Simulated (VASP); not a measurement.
Write the native input for VASP 6.6.1 that does the following.

```yaml
Task: single point
Functional: PBEsol
Potentials_or_basis: VASP PAW PBE potentials, release 64 (Rb_sv, Br)
Cutoff: 520 eV
k_mesh: 6 × 6 × 6
Occupations: gaussian, width 0.05 eV
Spin: no spin polarisation
Dipole_correction: no
Further_INCAR_settings: ALGO = Normal; EDIFF = 1e-06; NBANDS = 15
```

The structure of RbBr lies in POSCAR:

```
RbBr
1.0
    4.0701688540      0.0000000000      0.0000000000
    0.0000000000      4.0701688540      0.0000000000
    0.0000000000      0.0000000000      4.0701688540
Rb Br
1 1
Direct
    0.0000000000     -0.0992287032     -0.0198457406
    0.5000000000      0.6061381027      0.5212276205
```

This cell differs from its parent crystal: mode 5 frozen in at -0.432 Å and mode 6 at -0.086 Å (largest displacements).

One way to write it, as run:

INCAR

```
  PREC = Accurate
  ENCUT = 520
  EDIFF = 1E-6
  ISMEAR = 0
  SIGMA = 0.05
  LREAL = F
  LASPH = T
  NELM = 100
  ALGO = Normal
  ISIF = 2
  LWAVE = F
  LCHARG = F
  GGA = PS
  NBANDS = 15
```

KPOINTS

```
Automatic mesh
0
Gamma
  6 6 6
```

Potentials or basis: VASP PAW PBE potentials, release 64 (Rb_sv, Br).

Run with:

```sh
$ cat potpaw_PBE.64/Rb_sv/POTCAR potpaw_PBE.64/Br/POTCAR > POTCAR
$ mpirun -np 1 vasp_std > vasp.out
```

It gave:

```
Pressure               : 4.2 GPa
Largest force          : 1.005 eV/Å
Band gap on the k mesh : 4.05 eV, indirect (least direct gap 4.25 eV)
```

Caveat: the cell differs from its parent crystal (mode 5 frozen in at -0.432 Å and mode 6 at -0.086 Å (largest displacements)); the PAW data sets were made with another functional, which shifts forces and pressure a little.

Wall time 61 s on 1 thread of Intel(R) Xeon(R) 6975P-C (Granite Rapids), with other jobs on the host, peak memory 0.22 GiB.
